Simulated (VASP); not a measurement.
# As (P6/mmm) in VASP: a series of runs

As is run at these levels: PBE; tasks: single point.

Everything below comes from runs of VASP 6.6.1. Logs are shortened: lines on timing, memory, paths and dates and some standing lists are left out, and cuts for length are marked.

### 1 The cell of the first run

The structure is hexagonal, space group P6/mmm (No. 191). The conventional cell has a = 2.529 Å, b = 2.529 Å, c = 2.354 Å, α = 90.00°, β = 90.00°, γ = 120.00°. Within 3.1 Å of As (site symmetry 6/mmm) lie 8 As at 2.35 to 2.53 Å.

### 2 Single point, PBE

INCAR

```
SYSTEM = As
PREC = Accurate ; ENCUT = 600
EDIFF = 1E-6 ; ISMEAR = -1
SIGMA = 0.05 ; LREAL = .False.
LASPH = .True. ; NELM = 120
ALGO = Normal ; ISIF = 2
LWAVE = .False. ; LCHARG = .False.
GGA = PE ; NBANDS = 14
GGA_COMPAT = .False.
```

KPOINTS

```
Automatic mesh
0
Gamma
  15 15 14
  0 0 0
```

POSCAR

```
As
1.0
    2.5291096512      0.0000000000      0.0000000000
   -1.2645548256      2.1902732069      0.0000000000
    0.0000000000      0.0000000000      2.3535867439
As
1
Direct
    0.0000000000      0.0000000000      0.0000000000
```

Potentials or basis: VASP PAW PBE potentials, release 64 (As_d).

Command:

```sh
cat potpaw_PBE.64/As_d/POTCAR > POTCAR
mpirun -np 1 vasp_std > vasp.out
```

OUTCAR:

```text
SYSTEM = As
   PREC = Accurate
   ENCUT = 600
   EDIFF = 1E-6
   ISMEAR = -1
   LREAL = .False.
   LASPH = .True.
   NELM = 120
   ISIF = 2
   GGA = PE

 ion  position               nearest neighbor table
   1  0.000  0.000  0.000-

  LATTYP: Found a hexagonal cell.
 ALAT       =     2.5291096512
 C/A-ratio  =     0.9305989334

  Lattice vectors:

 A1 = (   2.5291096512,   0.0000000000,   0.0000000000)
 A2 = (  -1.2645548256,   2.1902732069,   0.0000000000)
 A3 = (   0.0000000000,   0.0000000000,   2.3535867439)

Analysis of symmetry for initial positions (statically):
=====================================================================
 Subroutine PRICEL returns:
 Original cell was already a primitive cell.

 Routine SETGRP: Setting up the symmetry group for a
 hexagonal supercell.

 Subroutine GETGRP returns: Found 24 space group operations
 (whereof 24 operations were pure point group operations)
 out of a pool of 24 trial point group operations.

The static configuration has the point symmetry D_6h.

Analysis of symmetry for dynamics (positions and initial velocities):
=====================================================================
 Subroutine PRICEL returns:
 Original cell was already a primitive cell.

 Routine SETGRP: Setting up the symmetry group for a
 hexagonal supercell.

 Subroutine GETGRP returns: Found 24 space group operations
 (whereof 24 operations were pure point group operations)
 out of a pool of 24 trial point group operations.

The dynamic configuration has the point symmetry D_6h.

 Subroutine INISYM returns: Found 24 space group operations
 (whereof 24 operations are pure point group operations),
 and found     1 'primitive' translations

----------------------------------------------------------------------------------------

                                     Primitive cell

  volume of cell :      13.0376

  direct lattice vectors                    reciprocal lattice vectors
     2.529109651  0.000000000  0.000000000     0.395396063  0.228282024  0.000000000
    -1.264554826  2.190273207  0.000000000     0.000000000  0.456564047  0.000000000
     0.000000000  0.000000000  2.353586744     0.000000000  0.000000000  0.424883426

  length of vectors
     2.529109651  2.529109651  2.353586744     0.456564047  0.456564047  0.424883426

  position of ions in fractional coordinates (direct lattice)
     0.000000000  0.000000000  0.000000000

  ion indices of the primitive-cell ions
   primitive index   ion index
                 1           1

----------------------------------------------------------------------------------------

 KPOINTS: Automatic mesh

Automatic generation of k-mesh.
 Grid dimensions read from file:
 generate k-points for:   15   15   14

 Generating k-lattice:

  Cartesian coordinates                     Fractional coordinates (reciprocal lattice)
     0.026359738  0.015218802  0.000000000     0.066666667  0.000000000  0.000000000
     0.000000000  0.030437603  0.000000000     0.000000000  0.066666667  0.000000000
     0.000000000  0.000000000  0.030348816     0.000000000  0.000000000  0.071428571

  Length of vectors
     0.030437603  0.030437603  0.030348816

  Shift w.r.t. Gamma in fractional coordinates (k-lattice)
     0.000000000  0.000000000  0.000000000

 Subroutine IBZKPT returns following result:
 ===========================================

 Found    216 irreducible k-points:

 Following reciprocal coordinates:
            Coordinates               Weight
  0.000000  0.000000  0.000000      1.000000
  0.066667  0.000000  0.000000      6.000000
  0.133333  0.000000  0.000000      6.000000
  0.200000  0.000000  0.000000      6.000000
  0.266667  0.000000  0.000000      6.000000
  0.333333  0.000000  0.000000      6.000000
[... 16 lines left out ...]
  0.333333  0.200000  0.000000     12.000000
  0.400000  0.200000  0.000000      6.000000
 [... further k-points ...]
   k-points           NKPTS =    216   k-points in BZ     NKDIM =    216   number of bands    NBANDS=     14
   number of dos      NEDOS =    301   number of ions     NIONS =      1
   total plane-waves  NPLWV =   8000
   dimension x,y,z NGX =    20 NGY =   20 NGZ =   20
   dimension x,y,z NGXF=    40 NGYF=   40 NGZF=   40
   ions per type =               1
   NGX,Y,Z   is equivalent  to a cutoff of  13.15, 13.15, 14.13 a.u.
   NGXF,Y,Z  is equivalent  to a cutoff of  26.29, 26.29, 28.25 a.u.
 SYSTEM =  As
   PREC   = accura    normal or accurate (medium, high low for compatibility)
   ISTART =      0    job   : 0-new  1-cont  2-samecut
   ICHARG =      2    charge: 1-file 2-atom 10-const
   ISPIN  =      1    spin polarized calculation?
   LNONCOLLINEAR =      F non collinear calculations
   LSORBIT =      F    spin-orbit coupling
   LASPH  =      T    aspherical Exc in radial PAW
   ENCUT  =  600.0 eV  44.10 Ry    6.64 a.u.   5.05  5.05  4.70*2*pi/ulx,y,z
   NELM   =    120;   NELMIN=  2; NELMDL= -5     # of ELM steps
   EDIFF  = 0.1E-05   stopping-criterion for ELM
   LREAL  =      F    real-space projection
   EDIFFG = 0.1E-04   stopping-criterion for IOM
   NSW    =      0    number of steps for IOM
   IBRION =     -1    ionic relax: 0-MD 1-quasi-New 2-CG
   NFREE  =      0    steps in history (QN), initial steepest desc. (CG)
   ISIF   =      2    stress and relaxation
   ISYM   =      2    0-nonsym 1-usesym 2-fastsym
   POTIM  = 0.5000    time-step for ionic-motion
   TEBEG  =    0.0;   TEEND  =   0.0 temperature during run
   PSTRESS=    0.0 pullay stress
   NELECT =      15.0000    total number of electrons
   NUPDOWN=      -1.0000    fix difference up-down
   EMIN   =  10.00;   EMAX   =-10.00  energy-range for DOS
   EFERMI =   0.00;   METHOD = LEGACY
   ISMEAR =    -1;   SIGMA  =   0.05  broadening in eV -4-tet -1-fermi 0-gaus
   EFERMI_NEDOS =   21; number of points for ismear=-14 and -15
   IALGO  =     38    algorithm
   IMIX   =      4    mixing-type and parameters
     AMIX     =   0.40;   BMIX     =  1.00
     AMIX_MAG =   1.60;   BMIX_MAG =  1.00
  volume/ion in A,a.u.               =      13.04        87.98
  Fermi-wavevector in a.u.,A,eV,Ry     =   1.715431  3.241694 40.037902  2.942703
  Thomas-Fermi vector in A             =   2.792804
   LORBIT       =      0    0 simple, 1 ext, 2 COOP (PROOUT), +10 PAW based schemes
   GGA     = PE    functional components
   LHFCALC =     F    Hartree Fock is set to
   AEXX    =    0.0000 exact exchange contribution
   IVDW    =     0    specifies the selected vdW correction
   LEPSILON=     F    determine dielectric tensor
   LRPA    =     F    only Hartree local field effects (RPA)
 non-spin polarized calculation
  energy-cutoff  :      600.00
  volume of cell :       13.04
 maximum number of plane-waves:       447
   NGX = 11   NGY = 11   NGZ =  9

 number of electron      15.0000004 magnetization

 Free energy of the ion-electron system (eV)
  ---------------------------------------------------
  ext. energy  EPLUGINS =         0.00000000
  ---------------------------------------------------
  free energy    TOTEN  =        -3.10980395 eV

  energy without entropy =       -3.10782244  energy(sigma->0) =       -3.10881319

 E-fermi :   9.1603     XC(G=0): -13.5768

 val. band max:        9.1534353331   @ k =   0.2000   0.2000   0.2857
 cond. band min:       9.2269226087   @ k =   0.4000   0.0667   0.2857
 fundamental gap:      0.0734872756
 Fermi energy:         9.1603169474

 k-point     1 :       0.0000    0.0000    0.0000
  band No.  band energies     occupation
      1     -27.8522      2.00000
      2     -27.6647      2.00000
      3     -27.6647      2.00000
      4     -27.4931      2.00000
      5     -27.4931      2.00000
      6     -10.6103      2.00000
      7      15.0101      0.00000
      8      16.9801      0.00000
      9      16.9801      0.00000
     10      18.4279      0.00000
     11      23.3558      0.00000
     12      23.3558      0.00000
     13      24.9242      0.00000
     14      26.3981      0.00000

 k-point     2 :       0.0667    0.0000    0.0000
  band No.  band energies     occupation
      1     -27.8482      2.00000
      2     -27.6661      2.00000
      3     -27.6570      2.00000
      4     -27.4962      2.00000
      5     -27.4938      2.00000
      6     -10.4716      2.00000
      7      15.1483      0.00000
      8      15.3083      0.00000
      9      16.4387      0.00000
     10      19.0123      0.00000
     11      21.8982      0.00000
     12      24.1582      0.00000
     13      26.8894      0.00000
     14      27.5908      0.00000

 k-point     3 :       0.1333    0.0000    0.0000
  band No.  band energies     occupation
      1     -27.8375      2.00000
      2     -27.6694      2.00000
      3     -27.6354      2.00000
      4     -27.5051      2.00000
      5     -27.4960      2.00000
      6     -10.0553      2.00000
      7      12.4503      0.00000
      8      15.2996      0.00000
      9      15.5594      0.00000
     10      18.9676      0.00000
     11      21.1439      0.00000
     12      26.0821      0.00000
     13      28.5038      0.00000
     14      31.4444      0.00000
[... 324 lines left out ...]
 k-point    23 :       0.3333    0.2000    0.0000
  band No.  band energies     occupation
      1     -27.7670      2.00000
      2     -27.6426      2.00000
      3     -27.5554      2.00000
      4     -27.5287      2.00000
      5     -27.5244      2.00000
      6      -4.0361      2.00000
      7       0.8177      2.00000
      8       5.2781      2.00000
      9      20.5523      0.00000
     10      23.6149      0.00000
     11      26.4979      0.00000
     12      28.6409      0.00000
     13      29.6012      0.00000
     14      32.7037      0.00000

 k-point    24 :       0.4000    0.2000    0.0000
  band No.  band energies     occupation
      1     -27.7653      2.00000
      2     -27.6365      2.00000
      3     -27.5568      2.00000
      4     -27.5284      2.00000
      5     -27.5261      2.00000
      6      -3.0271      2.00000
      7      -0.4156      2.00000
      8       5.0959      2.00000
      9      20.9978      0.00000
     10      23.6092      0.00000
     11      27.8118      0.00000
     12      27.9901      0.00000
     13      28.3636      0.00000
     14      32.7617      0.00000

 [... further k-points ...]
[... 5 lines left out ...]
  --------------------------------------------------------------------------------------
  -------------------------------------------------------------------------------------
  Total        6.9699287      6.9699287      6.9643375      0.0000000      0.0000000     -0.0000000
  in kB      856.5303498    856.5303498    855.8432566      0.0000000      0.0000000     -0.0000000
  external PRESSURE =     856.3013187 kB  Pullay stress =       0.0000000 kB

 VOLUME and BASIS-vectors are now :
 -----------------------------------------------------------------------------
  energy-cutoff  :      600.00
  volume of cell :       13.04
      direct lattice vectors                 reciprocal lattice vectors
     2.529109651  0.000000000  0.000000000     0.395396063  0.228282024  0.000000000
    -1.264554826  2.190273207  0.000000000     0.000000000  0.456564047  0.000000000
     0.000000000  0.000000000  2.353586744     0.000000000  0.000000000  0.424883426

 POSITION                                       TOTAL-FORCE (eV/Angst)
 -----------------------------------------------------------------------------------
      0.00000      0.00000      0.00000         0.000000      0.000000      0.000000
 -----------------------------------------------------------------------------------
    total drift:                               -0.000000     -0.000000     -0.000000

  FREE ENERGIE OF THE ION-ELECTRON SYSTEM (eV)
  ---------------------------------------------------
  free  energy   TOTEN  =        -3.1098039520 eV

  energy  without entropy=       -3.1078224374  energy(sigma->0) =       -3.10881319
```

It took 30 s on 1 thread of AMD EPYC 9R45 (Zen 5), shared host; peak memory 0.13 GiB.

Results:

```yaml
Free_energy: -3.1098 eV
Pressure: 85.6 GPa
```

Levels at points of the mesh, in eV from the Fermi level:
```csv
k point,band 4,band 5,band 6,band 7,band 8,band 9,band 10,band 11
"(0.00, 0.00, 0.00)",-36.65,-36.65,-19.77,5.85,7.82,7.82,9.27,14.20
"(0.00, 0.00, 0.50)",-36.76,-36.70,-14.34,-11.06,12.15,12.15,17.93,18.64
```

### 3 Single point, PBE

This run uses another cell than the first one, of 9.03 Å³/atom, 0.692 times its volume.

INCAR

```
  ALGO = Normal
  EDIFF = 1E-6
  ENCUT = 600
  GGA = PE
  GGA_COMPAT = F
  ISIF = 2
  ISMEAR = -1
  LASPH = T
  LCHARG = F
  LREAL = F
  LWAVE = F
  NBANDS = 14
  NELM = 120
  PREC = Accurate
  SIGMA = 0.05
```

KPOINTS

```
k-points
0
Gamma
  15 15 14
```

POSCAR

```
As
1.0
    2.2350874139      0.0000000000      0.0000000000
   -1.1175437069      1.9356424801      0.0000000000
    0.0000000000      0.0000000000      2.0862947165
As
1
Direct
    0.0000000000      0.0000000000      0.0000000000
```

Potentials or basis: VASP PAW PBE potentials, release 64 (As_d).

Command:

```sh
cat potpaw_PBE.64/As_d/POTCAR > POTCAR
mpirun -np 1 vasp_std > vasp.out
```

OUTCAR:

```text
EDIFF = 1E-6
   ENCUT = 600
   GGA = PE
   ISIF = 2
   ISMEAR = -1
   LASPH = T
   LREAL = F
   NELM = 120
   PREC = Accurate

 ion  position               nearest neighbor table
   1  0.000  0.000  0.000-

  LATTYP: Found a hexagonal cell.
 ALAT       =     2.2350874139
 C/A-ratio  =     0.9334286899

  Lattice vectors:

 A1 = (   2.2350874139,   0.0000000000,   0.0000000000)
 A2 = (  -1.1175437069,   1.9356424801,   0.0000000000)
 A3 = (   0.0000000000,   0.0000000000,   2.0862947165)

Analysis of symmetry for initial positions (statically):
=====================================================================
 Subroutine PRICEL returns:
 Original cell was already a primitive cell.

 Routine SETGRP: Setting up the symmetry group for a
 hexagonal supercell.

 Subroutine GETGRP returns: Found 24 space group operations
 (whereof 24 operations were pure point group operations)
 out of a pool of 24 trial point group operations.

The static configuration has the point symmetry D_6h.

Analysis of symmetry for dynamics (positions and initial velocities):
=====================================================================
[... 161 lines left out ...]
 Fermi energy:        15.1125763592

 k-point     1 :       0.0000    0.0000    0.0000
  band No.  band energies     occupation
      1     -23.6829      2.00000
      2     -23.1377      2.00000
      3     -23.1377      2.00000
      4     -22.6468      2.00000
      5     -22.6468      2.00000
      6     -10.7148      2.00000
      7      22.4306      0.00000
      8      25.3253      0.00000
      9      26.5172      0.00000
     10      26.5172      0.00000
     11      31.0854      0.00000
     12      31.3855      0.00000
     13      31.3855      0.00000
     14      38.5955      0.00000
[... 377 lines left out ...]
      1     -23.4394      2.00000
      2     -23.1194      2.00000
      3     -22.8468      2.00000
      4     -22.7638      2.00000
      5     -22.7492      2.00000
      6       0.8138      2.00000
      7       1.1707      2.00000
      8       9.1626      2.00000
      9      32.4440      0.00000
     10      32.5011      0.00000
     11      35.5781      0.00000
     12      37.0455      0.00000
     13      39.8895      0.00000
     14      43.3289      0.00000

 [... further k-points ...]
[... 5 lines left out ...]
  --------------------------------------------------------------------------------------
  -------------------------------------------------------------------------------------
  Total       19.3036159     19.3036159     19.2835059      0.0000000     -0.0000000      0.0000000
  in kB     3426.5252335   3426.5252335   3422.9555700      0.0000001     -0.0000000      0.0000000
  external PRESSURE =    3425.3353457 kB  Pullay stress =       0.0000000 kB

 VOLUME and BASIS-vectors are now :
 -----------------------------------------------------------------------------
  energy-cutoff  :      600.00
  volume of cell :        9.03
      direct lattice vectors                 reciprocal lattice vectors
     2.235087414  0.000000000  0.000000000     0.447409794  0.258312165  0.000000000
    -1.117543707  1.935642480  0.000000000     0.000000000  0.516624330  0.000000000
     0.000000000  0.000000000  2.086294716     0.000000000  0.000000000  0.479318666

 POSITION                                       TOTAL-FORCE (eV/Angst)
 -----------------------------------------------------------------------------------
      0.00000      0.00000      0.00000         0.000000      0.000000      0.000000
 -----------------------------------------------------------------------------------
    total drift:                                0.000000      0.000000      0.000000

  FREE ENERGIE OF THE ION-ELECTRON SYSTEM (eV)
  ---------------------------------------------------
  free  energy   TOTEN  =         1.4764610054 eV

  energy  without entropy=        1.4784797767  energy(sigma->0) =        1.47747039
```

OSZICAR:

```text
N       E                     dE             d eps       ncg     rms          rms(c)
DAV:   1     0.606003709268E+02    0.60600E+02   -0.60470E+03  7440   0.576E+03
DAV:   2     0.371362309323E+01   -0.56887E+02   -0.53209E+02  6738   0.491E+02
DAV:   3     0.124913693953E+01   -0.24645E+01   -0.24420E+01  6800   0.567E+01
DAV:   4     0.123718651472E+01   -0.11950E-01   -0.11950E-01  7296   0.402E+00
DAV:   5     0.123716978903E+01   -0.16726E-04   -0.16726E-04  6980   0.153E-01    0.101E+01
DAV:   6     0.139066698173E+01    0.15350E+00   -0.29689E-02  7602   0.602E+00    0.592E+00
DAV:   7     0.147609752055E+01    0.85431E-01   -0.66797E-02  6954   0.591E+00    0.264E-01
DAV:   8     0.147650537640E+01    0.40786E-03   -0.11295E-03  8960   0.142E+00    0.807E-02
DAV:   9     0.147646227660E+01   -0.43100E-04   -0.64631E-05  9446   0.305E-01    0.193E-02
DAV:  10     0.147646086421E+01   -0.14124E-05   -0.82043E-06  9062   0.131E-01    0.150E-03
DAV:  11     0.147646100540E+01    0.14119E-06   -0.10300E-07  4674   0.452E-03
   1 F= 0.14764610E+01 E0= 0.14774704E+01  d E =-.201877E-02
```

stdout:

```text
POSCAR found type information on POSCAR As
 POSCAR found :  1 types and       1 ions
 scaLAPACK will be used
 LDA part: xc-table for (Slater+PW92), standard interpolation
 POSCAR, INCAR and KPOINTS ok, starting setup
 FFT: planning ... GRIDC
 FFT: planning ... GRID_SOFT
 FFT: planning ... GRID
 WAVECAR not read
 entering main loop
```

Run time: 13 s. Hardware: 1 thread of Intel Xeon 6975P-C (Granite Rapids), shared host; peak memory 0.14 GiB.

Results:

```yaml
Free_energy: 1.4765 eV
Pressure: 342.5 GPa
```
